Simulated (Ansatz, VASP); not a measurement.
**One calculation of PbI2, two programs**

```
Pb I
1.0
     4.55500    0.00000    0.00000
    -2.27750    3.94475    0.00000
     0.00000    0.00000    6.97700
Pb I
1 2
Direct
  0.00000 0.00000 0.00000
  0.33333 0.66667 0.26500
  0.66667 0.33333 0.73500
```

Alike in both runs: task electric field gradients; functional PBE; k mesh 8 × 8 × 5; occupations fermi-dirac, width 0.02 eV; no spin polarisation.

```csv
,VASP,Ansatz
version,VASP 6.6.1,Ansatz 0.2.0
potentials or method,"VASP PAW PBE potentials, release 64 (Pb_d, I)","PAW with Ansatz's default frozen-core files, scalar-relativistic"
plane-wave cutoff (eV),400,420
valence electrons in the cell,28,48
```

|  | VASP | Ansatz | Ansatz less VASP |
| --- | --- | --- | --- |
| gap on the k mesh at the Fermi level (eV) | 2.29 | 2.29 | +0.001 |
| pressure (GPa) | 1.8 | 1.8 | +0.03 |
| traceless stress, the component that is largest in VASP (GPa) | 0.05 | 0.05 | 0.000 |
| rms of the force components (eV/Å) | 0.081 | 0.081 | +0.0002 |
| size of Vzz on the site where it differs most (V/Å²) | 4.9 | 5.1 | +0.21 |

Atom by atom the forces differ by 0.000 eV/Å (rms over components). VASP's potentials hold 28 valence electrons a cell and Ansatz's 48, so a difference there can come from the potentials and not from the codes.

Neither program's run includes spin-orbit coupling.
